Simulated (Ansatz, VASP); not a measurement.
**One calculation of Ni, two programs**

```
CELL_PARAMETERS angstrom
2.44802 0.00000 0.00000
-1.22401 2.12005 0.00000
0.00000 0.00000 4.07281
ATOMIC_POSITIONS crystal
Ni 0.66667 0.33333 0.75000
Ni 0.33333 0.66667 0.25000
```

Alike in both runs: task single point; functional PBEsol; k mesh 10 × 10 × 6; occupations fermi-dirac, width 0.05 eV; collinear spin; fixed moment 3 μB.

|  | VASP | Ansatz |
| --- | --- | --- |
| version | VASP 6.6.1 | Ansatz 0.2.0 |
| potentials or method | VASP PAW PBE potentials, release 64 (Ni_sv_GW) | Ansatz PAW |
| plane-wave cutoff (eV) | 590 | 420 |
| valence electrons in the cell | 36 | 36 |

VASP gave:

* pressure (GPa): 4.6
* traceless stress, the component that is largest in VASP (GPa): -6.14
* net moment per atom (μB): 1.50
* size of the moment on the site where the two differ most (μB): 1.42

**Question.** What did Ansatz give for the same quantities?

**Answer.** Pressure (GPa): 8.7; traceless stress, the component that is largest in VASP (GPa): -6.14; net moment per atom (μB): 1.50; size of the moment on the site where the two differ most (μB): 1.42.

VASP's potentials were made for PBE, not for PBEsol. Site moments also hang on the region over which each program counts them. The functional is the same, so the differences come from potentials, cutoffs and numerics.
